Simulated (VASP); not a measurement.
Wanted: the native input for a VASP 6.6.1 run.

| Item | Value |
| --- | --- |
| Task | single point |
| Functional | PBE |
| Potentials or basis | VASP PAW PBE potentials, release 64 (Hg, Se) |
| Cutoff | 520 eV |
| k mesh | 12 × 12 × 10 |
| Occupations | gaussian, width 0.1 eV |
| Spin | no spin polarisation |
| Dipole correction | no |
| Further INCAR settings | ALGO = Normal; EDIFF = 1e-06; NBANDS = 22 |

The structure of Hg2Se lies in POSCAR:

```
Hg2Se
1.0
    4.1532357539      0.0000000000      0.0000000000
   -2.0766178769      3.5968076708      0.0000000000
    0.0000000000      0.0000000000      5.1302253869
Hg Se
2 1
Direct
    0.6666666667      0.3333333333      0.1822306621
    0.3333333333      0.6666666667      0.8177693379
    0.0000000000      0.0000000000      0.5000000000
```

These files were run (other wordings do the same):

INCAR

```
ALGO = Normal
EDIFF = 1E-6
ENCUT = 520
GGA = PE
ISIF = 2
ISMEAR = 0
LASPH = T
LCHARG = T
LELF = T
LREAL = F
LVHAR = T
LWAVE = F
NBANDS = 22
NELM = 100
PREC = Accurate
SIGMA = 0.1
```

KPOINTS

```
k-points
0
Gamma
  12 12 10
```

Potentials or basis: VASP PAW PBE potentials, release 64 (Hg, Se).

Launch:

```console
$ cat potpaw_PBE.64/Hg/POTCAR potpaw_PBE.64/Se/POTCAR > POTCAR
$ mpirun -np 1 vasp_std > vasp.out
```

It gave:

* Pressure: 0.3 GPa
* Largest force: 0.010 eV/Å
* Band gap on the k mesh: zero (band 15 reaches 3.34 eV, above the bottom of band 16 at 0.39 eV)

Caveat: spin-orbit coupling is left out, which moves the levels of the heavy elements.

It took 110 s on 1 thread of Intel(R) Xeon(R) Platinum 8488C (Sapphire Rapids) (shared host), peak memory 0.38 GiB.
